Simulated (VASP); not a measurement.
A run of VASP 6.6.1 is set up as follows.

The input INCAR:

```
PREC = Accurate ; ENCUT = 520
EDIFF = 1E-6 ; ISMEAR = -1
SIGMA = 0.05 ; LREAL = False
LASPH = True ; NELM = 60
ALGO = Normal ; ISIF = 2
LWAVE = False ; LCHARG = False
GGA = PE ; NBANDS = 30
```

File KPOINTS:

```
regular mesh
0
Gamma
  4 4 4
```

The input POSCAR:

```
Ga3Se
1.0
    4.4324650000      0.0000000000      0.0000000000
    0.0000000000      4.4324650000      0.0000000000
    0.0000000000      0.0000000000      4.4324650000
Se Ga
1 3
Direct
    0.0000000000      0.0000000000      0.0000000000
    0.5000000000      0.5000000000      0.0000000000
    0.5000000000      0.0000000000      0.5000000000
    0.0000000000      0.5000000000      0.5000000000
```

Potentials or basis: VASP PAW PBE potentials, release 64 (Se, Ga_d).

Command:

```bash
$ cat potpaw_PBE.64/Se/POTCAR potpaw_PBE.64/Ga_d/POTCAR > POTCAR
$ mpirun -np 1 vasp_std > vasp.out
```

**Question.** Estimate the pressure.

**Answer.** 0.0 GPa.
